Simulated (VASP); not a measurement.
Crystal: CaO.

```
Ca O
1.0
     0.00000    2.40356    2.40356
     2.40356    0.00000    2.40356
     2.40356    2.40356    0.00000
Ca O
1 1
Direct
  0.00000 0.00000 0.00000
  0.50000 0.50000 0.50000
```

Base run:

* Program: VASP 6.6.1
* Functional: PBE
* Potentials or basis: VASP PAW PBE potentials, release 64 (Ca_sv, O)
* Cutoff: 520 eV
* k mesh: 6 × 6 × 6
* Occupations: fermi-dirac, width 0.05 eV
* Spin: no spin polarisation

Its results: band gap on the k mesh 3.63 eV (least direct gap 4.01 eV); pressure 2.2 GPa.

Question: The run is repeated on the same cell with these changes: functional from PBE to PBE-based global hybrid with 10 % exact exchange. What comes out?

Answer: Band gap on the k mesh 4.58 eV (least direct gap 4.98 eV); pressure 1.3 GPa.

Caveats: the PAW data sets were made with another functional, which shifts forces and pressure a little (at least some runs).

A k mesh can miss the band edges.
